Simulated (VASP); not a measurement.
# Cl (Fd-3m) in VASP: a series of runs

The runs below take Cl through single point, relaxation of cell and atoms, with PBE.

Everything below comes from runs of VASP 6.6.1. Logs are shortened: lines on timing, memory, paths and dates and some standing lists are left out, and cuts for length are marked.

## (1) The cell of the first run

It takes space group Fd-3m (No. 227, cubic). The conventional cell has a = 6.444 Å, b = 6.444 Å, c = 6.444 Å, α = 90.00°, β = 90.00°, γ = 90.00°. Cl (site symmetry -43m) has 4 Cl at 2.79 Å within 3.7 Å.

## (2) Single point, PBE

INCAR reads:

```
  PREC = Accurate
  ENCUT = 500
  EDIFF = 1E-6
  ISMEAR = -1
  SIGMA = 0.02
  LREAL = False
  LASPH = True
  NELM = 120
  ALGO = Normal
  ISIF = 2
  LWAVE = False
  LCHARG = True
  GGA = PE
  LELF = True
  LVHAR = True
  NBANDS = 14
  GGA_COMPAT = False
```

KPOINTS reads:

```
Automatic mesh
0
Gamma
  5 5 5
```

POSCAR reads:

```
Cl
1.0
    0.0000000000      3.2221989906      3.2221989906
    3.2221989906      0.0000000000      3.2221989906
    3.2221989906      3.2221989906      0.0000000000
Cl
2
Direct
    1.0000000000      1.0000000000      1.0000000000
    0.2500000000      0.2500000000      0.2500000000
```

Potentials or basis: VASP PAW PBE potentials, release 64 (Cl).

Run with:

```bash
cat potpaw_PBE.64/Cl/POTCAR > POTCAR
mpirun -np 1 vasp_std > vasp.out
```

OUTCAR:

```text
PREC = Accurate
   ENCUT = 500
   EDIFF = 1E-6
   ISMEAR = -1
   LREAL = False
   LASPH = True
   NELM = 120
   ISIF = 2
   GGA = PE

 ion  position               nearest neighbor table
   1  0.000  0.000  0.000-
   2  0.250  0.250  0.250-

  LATTYP: Found a face centered cubic cell.
 ALAT       =     6.4443979812

  Lattice vectors:

 A1 = (   0.0000000000,   3.2221989906,   3.2221989906)
 A2 = (   3.2221989906,   0.0000000000,   3.2221989906)
 A3 = (   3.2221989906,   3.2221989906,   0.0000000000)

Analysis of symmetry for initial positions (statically):
=====================================================================
 Subroutine PRICEL returns:
 Original cell was already a primitive cell.

 Routine SETGRP: Setting up the symmetry group for a
 face centered cubic supercell.

 Subroutine GETGRP returns: Found 48 space group operations
 (whereof 24 operations were pure point group operations)
 out of a pool of 48 trial point group operations.

The static configuration has the point symmetry T_d .
 The point group associated with its full space group is O_h .

Analysis of symmetry for dynamics (positions and initial velocities):
=====================================================================
 Subroutine PRICEL returns:
 Original cell was already a primitive cell.

 Routine SETGRP: Setting up the symmetry group for a
 face centered cubic supercell.

 Subroutine GETGRP returns: Found 48 space group operations
 (whereof 24 operations were pure point group operations)
 out of a pool of 48 trial point group operations.

The dynamic configuration has the point symmetry T_d .
 The point group associated with its full space group is O_h .

 Subroutine INISYM returns: Found 48 space group operations
 (whereof 24 operations are pure point group operations),
 and found     1 'primitive' translations

----------------------------------------------------------------------------------------

                                     Primitive cell

  volume of cell :      66.9094

  direct lattice vectors                    reciprocal lattice vectors
     0.000000000  3.222198991  3.222198991    -0.155173533  0.155173533  0.155173533
     3.222198991  0.000000000  3.222198991     0.155173533 -0.155173533  0.155173533
     3.222198991  3.222198991  0.000000000     0.155173533  0.155173533 -0.155173533

  length of vectors
     4.556877513  4.556877513  4.556877513     0.268768442  0.268768442  0.268768442

  position of ions in fractional coordinates (direct lattice)
     0.000000000  0.000000000  0.000000000
     0.250000000  0.250000000  0.250000000

  ion indices of the primitive-cell ions
   primitive index   ion index
                 1           1
                 2           2

----------------------------------------------------------------------------------------

 KPOINTS: Automatic mesh

Automatic generation of k-mesh.
 Grid dimensions read from file:
 generate k-points for:    5    5    5

 Generating k-lattice:

  Cartesian coordinates                     Fractional coordinates (reciprocal lattice)
    -0.031034707  0.031034707  0.031034707     0.200000000  0.000000000  0.000000000
     0.031034707 -0.031034707  0.031034707     0.000000000  0.200000000  0.000000000
     0.031034707  0.031034707 -0.031034707     0.000000000  0.000000000  0.200000000

  Length of vectors
     0.053753688  0.053753688  0.053753688

  Shift w.r.t. Gamma in fractional coordinates (k-lattice)
     0.000000000  0.000000000  0.000000000

 Subroutine IBZKPT returns following result:
 ===========================================

 Found     10 irreducible k-points:

 Following reciprocal coordinates:
            Coordinates               Weight
  0.000000  0.000000  0.000000      1.000000
  0.200000  0.000000  0.000000      8.000000
  0.400000  0.000000  0.000000      8.000000
  0.200000  0.200000  0.000000      6.000000
  0.400000  0.200000  0.000000     24.000000
 -0.400000  0.200000  0.000000     24.000000
 -0.200000  0.200000  0.000000     12.000000
  0.400000  0.400000  0.000000      6.000000
 -0.400000  0.400000  0.000000     12.000000
 -0.400000  0.400000  0.200000     24.000000
   k-points           NKPTS =     10   k-points in BZ     NKDIM =     10   number of bands    NBANDS=     14
   number of dos      NEDOS =    301   number of ions     NIONS =      2
   total plane-waves  NPLWV =  46656
   dimension x,y,z NGX =    36 NGY =   36 NGZ =   36
   dimension x,y,z NGXF=    72 NGYF=   72 NGZF=   72
   ions per type =               2
   NGX,Y,Z   is equivalent  to a cutoff of  13.13, 13.13, 13.13 a.u.
   NGXF,Y,Z  is equivalent  to a cutoff of  26.27, 26.27, 26.27 a.u.
 SYSTEM =  unknown system
   PREC   = accura    normal or accurate (medium, high low for compatibility)
   ISTART =      0    job   : 0-new  1-cont  2-samecut
   ICHARG =      2    charge: 1-file 2-atom 10-const
   ISPIN  =      1    spin polarized calculation?
   LNONCOLLINEAR =      F non collinear calculations
   LSORBIT =      F    spin-orbit coupling
   LASPH  =      T    aspherical Exc in radial PAW
   ENCUT  =  500.0 eV  36.75 Ry    6.06 a.u.   8.31  8.31  8.31*2*pi/ulx,y,z
   NELM   =    120;   NELMIN=  2; NELMDL= -5     # of ELM steps
   EDIFF  = 0.1E-05   stopping-criterion for ELM
   LREAL  =      F    real-space projection
   EDIFFG = 0.1E-04   stopping-criterion for IOM
   NSW    =      0    number of steps for IOM
   IBRION =     -1    ionic relax: 0-MD 1-quasi-New 2-CG
   NFREE  =      0    steps in history (QN), initial steepest desc. (CG)
   ISIF   =      2    stress and relaxation
   ISYM   =      2    0-nonsym 1-usesym 2-fastsym
   POTIM  = 0.5000    time-step for ionic-motion
   TEBEG  =    0.0;   TEEND  =   0.0 temperature during run
   PSTRESS=    0.0 pullay stress
   NELECT =      14.0000    total number of electrons
   NUPDOWN=      -1.0000    fix difference up-down
   EMIN   =  10.00;   EMAX   =-10.00  energy-range for DOS
   EFERMI =   0.00;   METHOD = LEGACY
   ISMEAR =    -1;   SIGMA  =   0.02  broadening in eV -4-tet -1-fermi 0-gaus
   EFERMI_NEDOS =   21; number of points for ismear=-14 and -15
   IALGO  =     38    algorithm
   IMIX   =      4    mixing-type and parameters
     AMIX     =   0.40;   BMIX     =  1.00
     AMIX_MAG =   1.60;   BMIX_MAG =  1.00
  volume/ion in A,a.u.               =      33.45       225.76
  Fermi-wavevector in a.u.,A,eV,Ry     =   0.971901  1.836626 12.851936  0.944591
  Thomas-Fermi vector in A             =   2.102155
   LORBIT       =      0    0 simple, 1 ext, 2 COOP (PROOUT), +10 PAW based schemes
   GGA     = PE    functional components
   LHFCALC =     F    Hartree Fock is set to
   AEXX    =    0.0000 exact exchange contribution
   IVDW    =     0    specifies the selected vdW correction
   LEPSILON=     F    determine dielectric tensor
   LRPA    =     F    only Hartree local field effects (RPA)
 non-spin polarized calculation
  energy-cutoff  :      500.00
  volume of cell :       66.91
 maximum number of plane-waves:      1714
 NGX is ok and might be reduce to    36
   NGX = 17   NGY = 17   NGZ = 17

 number of electron      13.9999998 magnetization

 Free energy of the ion-electron system (eV)
  ---------------------------------------------------
  ext. energy  EPLUGINS =         0.00000000
  ---------------------------------------------------
  free energy    TOTEN  =        -1.98136276 eV

  energy without entropy =       -1.97556090  energy(sigma->0) =       -1.97846183

 E-fermi :  -1.2502     XC(G=0):  -7.0943

 val. band max:       -1.3350236462   @ k =   0.4000   0.2000   0.0000
 cond. band min:      -1.2340716739   @ k =   0.4000   0.2000   0.0000
 fundamental gap:      0.1009519723
 Fermi energy:        -1.2501980358

 k-point     1 :       0.0000    0.0000    0.0000
  band No.  band energies     occupation
      1     -16.3595      2.00000
      2     -13.9289      2.00000
      3      -3.9579      2.00000
      4      -3.9579      2.00000
      5      -3.9579      2.00000
      6      -2.0962      2.00000
      7      -2.0962      2.00000
      8      -2.0962      2.00000
      9       5.1918      0.00000
     10       9.3393      0.00000
     11       9.3393      0.00000
     12      10.8877      0.00000
     13      10.8877      0.00000
     14      10.8877      0.00000

 k-point     2 :       0.2000    0.0000    0.0000
  band No.  band energies     occupation
      1     -16.2141      2.00000
      2     -14.1363      2.00000
      3      -4.1196      2.00000
      4      -4.1196      2.00000
      5      -4.1117      2.00000
      6      -1.9096      2.00000
      7      -1.8833      2.00000
      8      -1.8833      2.00000
      9       5.9080      0.00000
     10       8.8934      0.00000
     11       8.8934      0.00000
     12      10.3855      0.00000
     13      11.7287      0.00000
     14      12.0192      0.00000

 k-point     3 :       0.4000    0.0000    0.0000
  band No.  band energies     occupation
      1     -15.8961      2.00000
      2     -14.5512      2.00000
      3      -4.3880      2.00000
      4      -4.3280      2.00000
      5      -4.3280      2.00000
      6      -1.5976      2.00000
      7      -1.5976      2.00000
      8      -1.4798      1.99998
      9       7.1210      0.00000
     10       8.7187      0.00000
     11       8.9595      0.00000
     12       8.9595      0.00000
     13      11.2701      0.00000
     14      11.2701      0.00000
[... 86 lines left out ...]
 k-point     9 :      -0.4000    0.4000    0.0000
  band No.  band energies     occupation
      1     -15.3679      2.00000
      2     -15.1443      2.00000
      3      -4.9436      2.00000
      4      -4.7095      2.00000
      5      -3.1984      2.00000
      6      -2.6712      2.00000
      7      -1.0328      0.00004
      8      -0.9334      0.00000
      9       6.8524      0.00000
     10       7.3020      0.00000
     11       9.9306      0.00000
     12      11.6696      0.00000
     13      12.0085      0.00000
     14      12.3730      0.00000

 k-point    10 :      -0.4000    0.4000    0.2000
  band No.  band energies     occupation
      1     -15.5461      2.00000
      2     -14.9547      2.00000
      3      -4.9248      2.00000
      4      -4.7056      2.00000
      5      -3.2456      2.00000
      6      -2.5031      2.00000
      7      -1.1356      0.00647
      8      -1.0148      0.00002
      9       7.0042      0.00000
     10       7.2441      0.00000
     11       9.9247      0.00000
     12      10.8375      0.00000
     13      11.5894      0.00000
     14      12.2809      0.00000

------------------------ aborting loop because EDIFF is reached ----------------------------------------

  FORCE on cell =-STRESS in cart. coord.  units (eV):
  Direction    XX          YY          ZZ          XY          YZ          ZX
  --------------------------------------------------------------------------------------
  -------------------------------------------------------------------------------------
  Total       -0.0280950     -0.0280950     -0.0280950      0.0000000      0.0000000      0.0000000
  in kB       -0.6727475     -0.6727475     -0.6727475      0.0000000      0.0000000      0.0000000
  external PRESSURE =      -0.6727475 kB  Pullay stress =       0.0000000 kB

 VOLUME and BASIS-vectors are now :
 -----------------------------------------------------------------------------
  energy-cutoff  :      500.00
  volume of cell :       66.91
      direct lattice vectors                 reciprocal lattice vectors
     0.000000000  3.222198991  3.222198991    -0.155173533  0.155173533  0.155173533
     3.222198991  0.000000000  3.222198991     0.155173533 -0.155173533  0.155173533
     3.222198991  3.222198991  0.000000000     0.155173533  0.155173533 -0.155173533

 POSITION                                       TOTAL-FORCE (eV/Angst)
 -----------------------------------------------------------------------------------
      0.00000      0.00000      0.00000         0.000000      0.000000      0.000000
      1.61110      1.61110      1.61110        -0.000000     -0.000000     -0.000000
 -----------------------------------------------------------------------------------
    total drift:                                0.000000      0.000000      0.000000

  FREE ENERGIE OF THE ION-ELECTRON SYSTEM (eV)
  ---------------------------------------------------
  free  energy   TOTEN  =        -1.9813627556 eV

  energy  without entropy=       -1.9755609014  energy(sigma->0) =       -1.97846183
```

Run time: 9.4 s. Hardware: 1 thread of Intel Xeon 8259CL, shared host; peak memory 0.16 GiB.

What came out:

| Quantity | Value |
| --- | --- |
| Free energy | -1.9814 eV |
| Pressure | -0.1 GPa |
| Band gap on the k mesh | zero (bands 7 and 8 overlap by 1.09 eV) |

Levels at points of the mesh, in eV from the Fermi level:
```
           k point  band 4  band 5  band 6  band 7  band 8  band 9  band 10  band 11
(0.00, 0.00, 0.00)   -2.71   -2.71   -0.85   -0.85   -0.85    6.44    10.59    10.59
```

## (3) Relaxation of cell and atoms, PBE

This run uses another cell than the first one, of 29.08 Å³/atom.

INCAR reads:

```
PREC     = Accurate       # precision mode
ENCUT    = 500            # plane-wave cutoff, eV
EDIFF    = 1E-7           # SCF threshold, eV
ISMEAR   = -1             # smearing method
SIGMA    = 0.02           # smearing width, eV
LREAL    = F              # projectors in reciprocal space
LASPH    = T              # aspherical terms in the spheres
NELM     = 120            # most SCF steps
ALGO     = Normal         # electronic algorithm
ISIF     = 3              # what is computed and relaxed
LWAVE    = F              # write WAVECAR
LCHARG   = F              # write CHGCAR
GGA      = PE             # functional
IBRION   = 2              # ionic algorithm
NSW      = 80             # ionic steps
EDIFFG   = -0.03          # ionic threshold
GGA_COMPAT= F            
NELMIN   = 4
```

KPOINTS reads:

```
regular mesh
0
Gamma
  5 5 5
```

POSCAR reads:

```
Cl
1.0
    0.0000000000      3.0750000000      3.0750000000
    3.0750000000      0.0000000000      3.0750000000
    3.0750000000      3.0750000000      0.0000000000
Cl
2
Direct
    1.0000000000      1.0000000000      1.0000000000
    0.2500000000      0.2500000000      0.2500000000
```

Potentials or basis: VASP PAW PBE potentials, release 64 (Cl).

Run with:

```bash
cat potpaw_PBE.64/Cl/POTCAR > POTCAR
mpirun -np 1 vasp_std > vasp.out
```

OUTCAR:

```text
PREC = Accurate
   ENCUT = 500
   EDIFF = 1E-7
   ISMEAR = -1
   LREAL = F
   LASPH = T
   NELM = 120
   ISIF = 3
   GGA = PE
   IBRION = 2
   NSW = 80
   EDIFFG = -0.03
   NELMIN = 4

 ion  position               nearest neighbor table
   1  0.000  0.000  0.000-   2 2.66   2 2.66   2 2.66   2 2.66
   2  0.250  0.250  0.250-   1 2.66   1 2.66   1 2.66   1 2.66

  LATTYP: Found a face centered cubic cell.
 ALAT       =     6.1500000000

  Lattice vectors:

 A1 = (   0.0000000000,   3.0750000000,   3.0750000000)
 A2 = (   3.0750000000,   0.0000000000,   3.0750000000)
 A3 = (   3.0750000000,   3.0750000000,   0.0000000000)

Analysis of symmetry for initial positions (statically):
=====================================================================
 Subroutine PRICEL returns:
 Original cell was already a primitive cell.

[... 168 lines left out ...]
      2     -12.6294      2.00000
      3      -3.2852      2.00000
      4      -3.2852      2.00000
      5      -3.2852      2.00000
      6      -1.0818      2.00000
      7      -1.0818      2.00000
      8      -1.0818      2.00000
      9       6.3665      0.00000
     10      10.2538      0.00000
     11      10.2538      0.00000
[... 195 lines left out ...]
--------------------------------------- Ionic step        3  -------------------------------------------

 number of electron      13.9999997 magnetization

 Free energy of the ion-electron system (eV)
  ---------------------------------------------------
  ext. energy  EPLUGINS =         0.00000000
  ---------------------------------------------------
  free energy    TOTEN  =        -1.97686208 eV

  energy without entropy =       -1.97102595  energy(sigma->0) =       -1.97394401

 E-fermi :  -1.2745     XC(G=0):  -7.0831

 val. band max:       -1.3586476708   @ k =   0.4000   0.2000   0.0000
 cond. band min:      -1.2584280992   @ k =   0.4000   0.2000   0.0000
 fundamental gap:      0.1002195717
 Fermi energy:        -1.2744945893

 k-point     1 :       0.0000    0.0000    0.0000
  band No.  band energies     occupation
      1     -16.3687      2.00000
      2     -13.9539      2.00000
      3      -3.9705      2.00000
      4      -3.9705      2.00000
      5      -3.9705      2.00000
      6      -2.1156      2.00000
      7      -2.1156      2.00000
      8      -2.1156      2.00000
      9       5.1685      0.00000
     10       9.3210      0.00000
     11       9.3210      0.00000
[... 153 lines left out ...]
  FREE ENERGIE OF THE ION-ELECTRON SYSTEM (eV)
  ---------------------------------------------------
  free  energy   TOTEN  =        -1.9768620769 eV

  energy  without entropy=       -1.9710259478  energy(sigma->0) =       -1.97394401

 reached required accuracy - stopping structural energy minimisation
```

CONTCAR:

```text
Cl
   1.00000000000000
     0.0000000000000000    3.2253623291363334    3.2253623291363334
     3.2253623291363334   -0.0000000000000000    3.2253623291363334
     3.2253623291363334    3.2253623291363334    0.0000000000000000
  Cl
     2
Direct
     0.0000000000000000    0.0000000000000000    0.0000000000000000
     0.2500000000000000    0.2500000000000000    0.2500000000000000

  0.00000000E+00  0.00000000E+00  0.00000000E+00
  0.00000000E+00  0.00000000E+00  0.00000000E+00
```

Run time: 13 s. Hardware: 1 thread of Intel Xeon 8259CL, shared host; peak memory 0.13 GiB.

Results:

```
Free energy                           : -1.9769 eV
Relaxed volume                        : 33.55 Å³/atom
Relaxed cell                          : a = 4.561 Å, b = 4.561 Å, c = 4.561 Å, α = 60.00°, β = 60.00°, γ = 60.00°
Space group after relaxing (to 0.1 Å) : Fd-3m (No. 227)
Energy gained by relaxing             : 41.3 meV/atom
Ionic steps                           : 3
Pressure after relaxing               : -0.1 GPa
Band gap on the k mesh                : zero (bands 7 and 8 overlap by 1.09 eV)
```

The path:
```
step  energy change (eV)  largest force (eV/Å)  pressure (GPa)  volume (Å³)
   1              0.0000                0.0000            3.59        58.15
   2             -0.0753                0.0000            0.90        63.80
   3             -0.0826                0.0000           -0.14        67.11
```

Final structure:
```
Cl
1.0
     0.00000    3.22536    3.22536
     3.22536    0.00000    3.22536
     3.22536    3.22536    0.00000
Cl
2
Direct
  0.00000 0.00000 0.00000
  0.25000 0.25000 0.25000
```

Levels at points of the mesh, in eV from the Fermi level:
```csv
k point,band 5,band 6,band 7,band 8,band 9,band 10
"(0.00, 0.00, 0.00)",-2.70,-0.84,-0.84,-0.84,6.44,10.60
```

Caveat: the volume moved by over 15 % at a fixed basis, so the end points are rough.

The gap in the log of VASP goes by the Fermi energy; the results here count the filled bands.